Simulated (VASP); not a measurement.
## TaN: vibrations by perturbation theory with PBE

TaN:

```
Ta N
1.0
     3.12587    0.00000    0.00000
    -1.56293    2.70708    0.00000
     0.00000    0.00000    6.08655
Ta N
2 2
Direct
  0.33333 0.66667 0.03058
  0.66667 0.33333 0.53058
  0.33333 0.66667 0.35442
  0.66667 0.33333 0.85442
```

```json
{
  "Program": "VASP 6.6.1",
  "Task": "vibrations by perturbation theory",
  "Functional": "PBE",
  "Potentials or basis": "VASP PAW PBE potentials, release 64 (Ta_pv, N)",
  "Cutoff": "520 eV",
  "k mesh": "18 × 18 × 8",
  "Occupations": "fermi-dirac, width 0.15 eV",
  "Spin": "no spin polarisation",
  "Dipole correction": "no",
  "Further INCAR settings": "ALGO = Normal; EDIFF = 1e-08; NBANDS = 24; IBRION = 8; NSW = 1"
}
```

```
Highest phonon frequency at Γ : 669 cm⁻¹
```

Phonon frequencies in cm⁻¹ (negative: imaginary):
| q point | frequencies |
| --- | --- |
| (0.000, 0.000, 0.000) | 0 0 0 79 79 182 370 370 487 487 596 669 |

It took 45 min on 4 MPI ranks on Oxide Virtual Turin-like Processor, on a shared host, peak memory 2.7 GiB a rank.

Caveat: the cell stands under pressure or tension, which shifts response properties.
